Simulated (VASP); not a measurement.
Here is a VASP 6.6.1 calculation.

INCAR

```
  ALGO = Fast
  EDIFF = 1E-6
  ENCUT = 520
  GGA = PS
  ISIF = 2
  ISMEAR = 0
  LASPH = T
  LCHARG = T
  LELF = T
  LREAL = F
  LVHAR = T
  LWAVE = F
  NBANDS = 12
  NELM = 80
  PREC = Accurate
  SIGMA = 0.15
```

File KPOINTS:

```
k-points
0
Gamma
  22 22 22
```

POSCAR

```
Ta
1.0
   -1.3934191165      1.3934191165      2.1818156526
    1.3934191165     -1.3934191165      2.1818156526
    1.3934191165      1.3934191165     -2.1818156526
Ta
1
Direct
    0.0000000000      0.0000000000      0.0000000000
```

Potentials or basis: VASP PAW PBE potentials, release 64 (Ta_pv).

Launch:

```console
$ cat potpaw_PBE.64/Ta_pv/POTCAR > POTCAR
$ mpirun -np 1 vasp_std > vasp.out
```

Question: Predict the pressure.

Answer: 15.1 GPa.

Question: Estimate the band gap on the k mesh.

Answer: Zero (an odd number of electrons rules out a gap without spin polarisation).

Stress tensor (GPa, compression positive):
```
11.09  0.00  0.00
 0.00 11.09  0.00
 0.00  0.00 23.09
```

Caveat: the stress differs along the axes, from 11 to 23 GPa; the PAW data sets were made with another functional, which shifts forces and pressure a little; spin-orbit coupling is left out, which moves the levels of the heavy elements.
